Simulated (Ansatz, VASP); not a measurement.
PbS in VASP and in Ansatz

```
Pb S
1.0
     4.12857    0.00000    0.00000
    -2.06428    3.57545    0.00000
     0.00000    0.00000    7.35627
Pb S
2 2
Direct
  0.66667 0.33333 0.75000
  0.33333 0.66667 0.25000
  0.00000 0.00000 0.00000
  0.00000 0.00000 0.50000
```

Alike in both runs: functional PBE; k mesh 12 × 12 × 6; occupations gaussian, width 0.01 eV; no spin polarisation.

Ansatz relaxed the structure, and its values are those at the end. VASP's run is a single point on that final structure, the one shown.

```csv
,VASP,Ansatz
version,VASP 6.6.1,Ansatz 0.2.0
potentials or method,"VASP PAW PBE potentials, release 64 (Pb_d, S), cutoff 520 eV","scalar-relativistic, plane waves, PAW"
valence electrons in the cell,40,40
```

```tsv
	VASP	Ansatz	Ansatz less VASP
gap on the k mesh at the Fermi level (eV)	0.26	0.26	-0.006
least direct gap on the mesh (eV)	0.27	0.26	-0.006
pressure (GPa)	-0.1	0.0	+0.07
```

Neither program's run includes spin-orbit coupling.
